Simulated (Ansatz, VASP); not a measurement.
MgO in VASP and in Ansatz

```xyz
8
Lattice="3.2553 0.0000 0.0000 -1.6277 2.8192 0.0000 0.0000 0.0000 10.4150" Properties=species:S:1:pos:R:3 pbc="T T T"
Mg    0.0000    1.8795   10.0983
Mg    0.0000    0.0000    2.3012
Mg    0.0000    0.0000    7.5086
Mg    1.6277    0.9397    4.8908
O     0.0000    1.8795    8.1228
O    -0.5200    0.0000    5.5151
O     0.0000    0.0000    0.3076
O     1.6277    0.9397    2.9153
```

Alike in both runs: task single point; functional PBEsol; k mesh 9 × 9 × 4; occupations gaussian, width 0.05 eV; no spin polarisation.

|  | VASP | Ansatz |
| --- | --- | --- |
| version | VASP 6.6.1 | Ansatz 0.2.0 |
| potentials or method | VASP PAW PBE potentials, release 64 (Mg, O), cutoff 520 eV | scalar-relativistic, plane waves, PAW |
| valence electrons in the cell | 32 | 64 |

|  | VASP | Ansatz | Ansatz less VASP |
| --- | --- | --- | --- |
| gap on the k mesh at the Fermi level (eV) | 3.13 | 3.13 | -0.001 |
| least direct gap on the mesh (eV) | 3.13 | 3.13 | -0.001 |
| pressure (GPa) | 6.3 | 6.2 | -0.14 |
| traceless stress, the component that is largest in VASP (GPa) | -9.78 | -9.24 | +0.534 |
| rms of the force components (eV/Å) | 2.908 | 2.767 | -0.1412 |

VASP's potentials were made for PBE, not for PBEsol, and Ansatz warns of the same on its side. Atom by atom the forces differ by 0.142 eV/Å (rms over components). With one functional, cell and mesh, what is left measures potentials, basis and numerics. VASP's potentials hold 32 valence electrons a cell and Ansatz's 64, so a difference there can come from the potentials and not from the codes.
